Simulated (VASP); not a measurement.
# Cu (P6_3/mmc) in VASP: notebook

The runs below take Cu through relaxation of cell and atoms, single point, with PBEsol.

Everything below comes from runs of VASP 6.6.1. Logs are shortened: lines on timing, memory, paths and dates and some standing lists are left out, and cuts for length are marked.

### 1 The cell of the first run

The structure is hexagonal, space group P6_3/mmc (No. 194). The conventional cell has a = 2.534 Å, b = 2.534 Å, c = 4.113 Å, α = 90.00°, β = 90.00°, γ = 120.00°. Cu (site symmetry -6m2) has 12 Cu at 2.52 to 2.53 Å within 3.3 Å.

### 2 Relaxation of cell and atoms, PBEsol, target pressure 5 GPa, at which the enthalpy is minimised

Contents of INCAR:

```
SYSTEM = Cu
PREC = Accurate
ENCUT = 600
EDIFF = 1E-7
ISMEAR = -1
SIGMA = 0.05
LREAL = .FALSE.
LASPH = .TRUE.
NELM = 80
ALGO = Normal
ISIF = 3
LWAVE = .FALSE.
LCHARG = .FALSE.
GGA = PS
IBRION = 2
NSW = 60
EDIFFG = -0.01
PSTRESS = 50.0
```

Contents of KPOINTS:

```
Automatic mesh
0
G
  12 12 7
  0 0 0
```

Contents of POSCAR:

```
Cu
1.0
    2.5340966698      0.0000000000      0.0000000000
   -1.2670483349      2.1945920917      0.0000000000
    0.0000000000      0.0000000000      4.1125710000
Cu
2
Direct
    0.6666666667      0.3333333333      0.7500000000
    0.3333333333      0.6666666667      0.2500000000
```

Potentials or basis: VASP PAW PBE potentials, release 64 (Cu).

Run with:

```bash
$ cat potpaw_PBE.64/Cu/POTCAR > POTCAR
$ mpirun -np 1 vasp_std > vasp.out
```

OUTCAR:

```text
SYSTEM = Cu
   PREC = Accurate
   ENCUT = 600
   EDIFF = 1E-7
   ISMEAR = -1
   LREAL = .FALSE.
   LASPH = .TRUE.
   NELM = 80
   ISIF = 3
   GGA = PS
   IBRION = 2
   NSW = 60
   EDIFFG = -0.01
   PSTRESS = 50.0

 ion  position               nearest neighbor table
   1  0.667  0.333  0.750-   2 2.52   2 2.52   2 2.52   2 2.52   2 2.52   2 2.52
   2  0.333  0.667  0.250-   1 2.52   1 2.52   1 2.52   1 2.52   1 2.52   1 2.52

  LATTYP: Found a hexagonal cell.
 ALAT       =     2.5340966698
 C/A-ratio  =     1.6228942838

  Lattice vectors:

 A1 = (   2.5340966698,   0.0000000000,   0.0000000000)
 A2 = (  -1.2670483349,   2.1945920917,   0.0000000000)
 A3 = (   0.0000000000,   0.0000000000,   4.1125710000)

Analysis of symmetry for initial positions (statically):
=====================================================================
 Subroutine PRICEL returns:
 Original cell was already a primitive cell.

 Routine SETGRP: Setting up the symmetry group for a
 hexagonal supercell.

 Subroutine GETGRP returns: Found 24 space group operations
 (whereof 12 operations were pure point group operations)
 out of a pool of 24 trial point group operations.

The static configuration has the point symmetry D_3d.
 The point group associated with its full space group is D_6h.

Analysis of symmetry for dynamics (positions and initial velocities):
=====================================================================
 Subroutine PRICEL returns:
 Original cell was already a primitive cell.

 Routine SETGRP: Setting up the symmetry group for a
 hexagonal supercell.

 Subroutine GETGRP returns: Found 24 space group operations
 (whereof 12 operations were pure point group operations)
 out of a pool of 24 trial point group operations.

The dynamic configuration has the point symmetry D_3d.
 The point group associated with its full space group is D_6h.

 Subroutine INISYM returns: Found 24 space group operations
 (whereof 12 operations are pure point group operations),
 and found     1 'primitive' translations

----------------------------------------------------------------------------------------

                                     Primitive cell

  volume of cell :      22.8713

  direct lattice vectors                    reciprocal lattice vectors
     2.534096670  0.000000000  0.000000000     0.394617937  0.227832772  0.000000000
    -1.267048335  2.194592092  0.000000000     0.000000000  0.455665544  0.000000000
     0.000000000  0.000000000  4.112571000     0.000000000  0.000000000  0.243156896

  length of vectors
     2.534096670  2.534096670  4.112571000     0.455665544  0.455665544  0.243156896

  position of ions in fractional coordinates (direct lattice)
     0.666666667  0.333333333  0.750000000
     0.333333333  0.666666667  0.250000000

  ion indices of the primitive-cell ions
   primitive index   ion index
                 1           1
                 2           2

----------------------------------------------------------------------------------------

 KPOINTS: Automatic mesh

Automatic generation of k-mesh.
 Grid dimensions read from file:
 generate k-points for:   12   12    7

 Generating k-lattice:

  Cartesian coordinates                     Fractional coordinates (reciprocal lattice)
     0.032884828  0.018986064  0.000000000     0.083333333 -0.000000000  0.000000000
     0.000000000  0.037972129  0.000000000     0.000000000  0.083333333  0.000000000
     0.000000000  0.000000000  0.034736699     0.000000000  0.000000000  0.142857143

  Length of vectors
     0.037972129  0.037972129  0.034736699

  Shift w.r.t. Gamma in fractional coordinates (k-lattice)
     0.000000000  0.000000000  0.000000000

 Subroutine IBZKPT returns following result:
 ===========================================

 Found     76 irreducible k-points:

 Following reciprocal coordinates:
            Coordinates               Weight
  0.000000  0.000000  0.000000      1.000000
  0.083333  0.000000  0.000000      6.000000
  0.166667  0.000000  0.000000      6.000000
  0.250000 -0.000000  0.000000      6.000000
  0.333333 -0.000000  0.000000      6.000000
  0.416667 -0.000000  0.000000      6.000000
[... 16 lines left out ...]
  0.250000 -0.000000  0.142857     12.000000
  0.333333 -0.000000  0.142857     12.000000
 [... further k-points ...]
   k-points           NKPTS =     76   k-points in BZ     NKDIM =     76   number of bands    NBANDS=     15
   number of dos      NEDOS =    301   number of ions     NIONS =      2
   total plane-waves  NPLWV =  14400
   dimension x,y,z NGX =    20 NGY =   20 NGZ =   36
   dimension x,y,z NGXF=    40 NGYF=   40 NGZF=   72
   ions per type =               2
   NGX,Y,Z   is equivalent  to a cutoff of  13.12, 13.12, 14.55 a.u.
   NGXF,Y,Z  is equivalent  to a cutoff of  26.24, 26.24, 29.11 a.u.
 SYSTEM =  Cu
   PREC   = accura    normal or accurate (medium, high low for compatibility)
   ISTART =      0    job   : 0-new  1-cont  2-samecut
   ICHARG =      2    charge: 1-file 2-atom 10-const
   ISPIN  =      1    spin polarized calculation?
   LNONCOLLINEAR =      F non collinear calculations
   LSORBIT =      F    spin-orbit coupling
   LASPH  =      T    aspherical Exc in radial PAW
   ENCUT  =  600.0 eV  44.10 Ry    6.64 a.u.   5.06  5.06  8.21*2*pi/ulx,y,z
   NELM   =     80;   NELMIN=  2; NELMDL= -5     # of ELM steps
   EDIFF  = 0.1E-06   stopping-criterion for ELM
   LREAL  =      F    real-space projection
   EDIFFG = -.1E-01   stopping-criterion for IOM
   NSW    =     60    number of steps for IOM
   IBRION =      2    ionic relax: 0-MD 1-quasi-New 2-CG
   NFREE  =      1    steps in history (QN), initial steepest desc. (CG)
   ISIF   =      3    stress and relaxation
   ISYM   =      2    0-nonsym 1-usesym 2-fastsym
   POTIM  = 0.5000    time-step for ionic-motion
   TEBEG  =    0.0;   TEEND  =   0.0 temperature during run
   PSTRESS=   50.0 pullay stress
   NELECT =      22.0000    total number of electrons
   NUPDOWN=      -1.0000    fix difference up-down
   EMIN   =  10.00;   EMAX   =-10.00  energy-range for DOS
   EFERMI =   0.00;   METHOD = LEGACY
   ISMEAR =    -1;   SIGMA  =   0.05  broadening in eV -4-tet -1-fermi 0-gaus
   EFERMI_NEDOS =   21; number of points for ismear=-14 and -15
   IALGO  =     38    algorithm
   IMIX   =      4    mixing-type and parameters
     AMIX     =   0.40;   BMIX     =  1.00
     AMIX_MAG =   1.60;   BMIX_MAG =  1.00
  volume/ion in A,a.u.               =      11.44        77.17
  Fermi-wavevector in a.u.,A,eV,Ry     =   1.616041  3.053874 35.532800  2.611587
  Thomas-Fermi vector in A             =   2.710691
   LORBIT       =      0    0 simple, 1 ext, 2 COOP (PROOUT), +10 PAW based schemes
   GGA     = PS    functional components
   LHFCALC =     F    Hartree Fock is set to
   AEXX    =    0.0000 exact exchange contribution
   IVDW    =     0    specifies the selected vdW correction
   LEPSILON=     F    determine dielectric tensor
   LRPA    =     F    only Hartree local field effects (RPA)
 conjugate gradient relaxation of ions
 non-spin polarized calculation
  energy-cutoff  :      600.00
  volume of cell :       22.87
 maximum number of plane-waves:       774
   NGX = 11   NGY = 11   NGZ = 17

--------------------------------------- Ionic step        1  -------------------------------------------

 number of electron      21.9999991 magnetization

 Free energy of the ion-electron system (eV)
  ---------------------------------------------------
  ext. energy  EPLUGINS =         0.00000000
  ---------------------------------------------------
  free energy    TOTEN  =        -8.58730722 eV

  energy without entropy =       -8.57940320  energy(sigma->0) =       -8.58335521

------------------------ aborting loop because EDIFF is reached ----------------------------------------

  FORCE on cell =-STRESS in cart. coord.  units (eV):
  Direction    XX          YY          ZZ          XY          YZ          ZX
  --------------------------------------------------------------------------------------
  -------------------------------------------------------------------------------------
  Total       -0.1060026     -0.1060026     -0.0588847      0.0000000     -0.0000000      0.0000000
  in kB       -7.4256892     -7.4256892     -4.1249908      0.0000000     -0.0000000      0.0000000
  external PRESSURE =     -56.3254564 kB  Pullay stress =      50.0000000 kB
[... 175 lines left out ...]
  enthalpy is  TOTEN    =        -7.8870041408 eV   P V=        0.6912242753

--------------------------------------- Ionic step        6  -------------------------------------------

 number of electron      21.9999988 magnetization

 Free energy of the ion-electron system (eV)
  ---------------------------------------------------
  ext. energy  EPLUGINS =         0.00000000
  ---------------------------------------------------
  free energy    TOTEN  =        -8.57821255 eV

  energy without entropy =       -8.57036606  energy(sigma->0) =       -8.57428931

 E-fermi :   8.1738     XC(G=0): -13.2875

 val. band max:        8.1651482963   @ k =   0.3333   0.1667   0.2857
 cond. band min:       8.2005316455   @ k =   0.5000  -0.0000   0.0000
 fundamental gap:      0.0353833492
 Fermi energy:         8.1737582774

 k-point     1 :       0.0000    0.0000    0.0000
  band No.  band energies     occupation
      1      -1.6694      2.00000
      2       2.7587      2.00000
      3       4.9993      2.00000
      4       5.0568      2.00000
      5       5.0568      2.00000
      6       5.2910      2.00000
      7       5.2910      2.00000
      8       5.5925      2.00000
      9       5.5925      2.00000
     10       6.4273      2.00000
     11       6.4273      2.00000
     12       7.0207      2.00000
     13      12.3399      0.00000
     14      30.0388      0.00000
     15      30.8366      0.00000
[... 397 lines left out ...]
 k-point    24 :       0.3333   -0.0000    0.1429
  band No.  band energies     occupation
      1       1.7257      2.00000
      2       3.5530      2.00000
      3       3.8457      2.00000
      4       4.4779      2.00000
      5       5.0486      2.00000
      6       5.1472      2.00000
      7       5.4014      2.00000
      8       6.1585      2.00000
      9       6.1937      2.00000
     10       6.2186      2.00000
     11       6.5341      2.00000
     12      10.9119      0.00000
     13      15.3030      0.00000
     14      16.4774      0.00000
     15      22.0037      0.00000

 [... further k-points ...]

------------------------ aborting loop because EDIFF is reached ----------------------------------------

  FORCE on cell =-STRESS in cart. coord.  units (eV):
  Direction    XX          YY          ZZ          XY          YZ          ZX
  --------------------------------------------------------------------------------------
  -------------------------------------------------------------------------------------
  Total        0.6773887      0.6773887      0.6757419     -0.0000000      0.0000000      0.0000000
  in kB       49.0010379     49.0010379     48.8819127     -0.0000000      0.0000000      0.0000000
  external PRESSURE =      -1.0386705 kB  Pullay stress =      50.0000000 kB
[... 17 lines left out ...]
  FREE ENERGIE OF THE ION-ELECTRON SYSTEM (eV)
  ---------------------------------------------------
  free  energy   TOTEN  =        -8.5782125516 eV

  energy  without entropy=       -8.5703660643  energy(sigma->0) =       -8.57428931

  enthalpy is  TOTEN    =        -7.8870142793 eV   P V=        0.6911982723

 reached required accuracy - stopping structural energy minimisation
```

Wall time 1.9 min (1 thread of AMD EPYC 7R43 (Zen 3), shared host); peak memory 0.12 GiB.

What came out:

```
Free energy                                            : -8.5782 eV
Relaxed volume                                         : 11.07 Å³/atom
Relaxed cell                                           : a = 2.505 Å, b = 2.505 Å, c = 4.077 Å, α = 90.00°, β = 90.00°, γ = 120.00°
Space group after relaxing (to 0.05 Å)                 : P6_3/mmc (No. 194)
Energy change on relaxing (the enthalpy is what falls) : +4.5 meV/atom
Ionic steps                                            : 6
Pressure after relaxing                                : 4.9 GPa
Band gap on the k mesh                                 : zero (band 11 reaches 12.34 eV, above the bottom of band 12 at 6.26 eV)
```

Step by step:
| step | energy change (eV) | largest force (eV/Å) | pressure (GPa) | volume (Å³) |
| --- | --- | --- | --- | --- |
| 1 | 0.0000 | 0.0000 | -0.63 | 22.87 |
| 2 | 0.0362 | 0.0000 | 10.15 | 21.57 |
| 3 | 0.0095 | 0.0000 | 5.01 | 22.14 |
| 4 | 0.0091 | 0.0000 | 4.87 | 22.15 |
| 5 | 0.0091 | 0.0000 | 4.89 | 22.15 |
| 6 | 0.0091 | 0.0000 | 4.90 | 22.15 |

Final structure:
```
Cu
1.0
     2.50455    0.00000    0.00000
    -1.25227    2.16900    0.00000
     0.00000    0.00000    4.07712
Cu
2
Direct
  0.66667 0.33333 0.75000
  0.33333 0.66667 0.25000
```

Caveat: the cell is relaxed towards a set pressure, so the enthalpy falls and the energy may rise; the PAW data sets were made with another functional, which shifts forces and pressure a little.

[end of part 1 of 2]
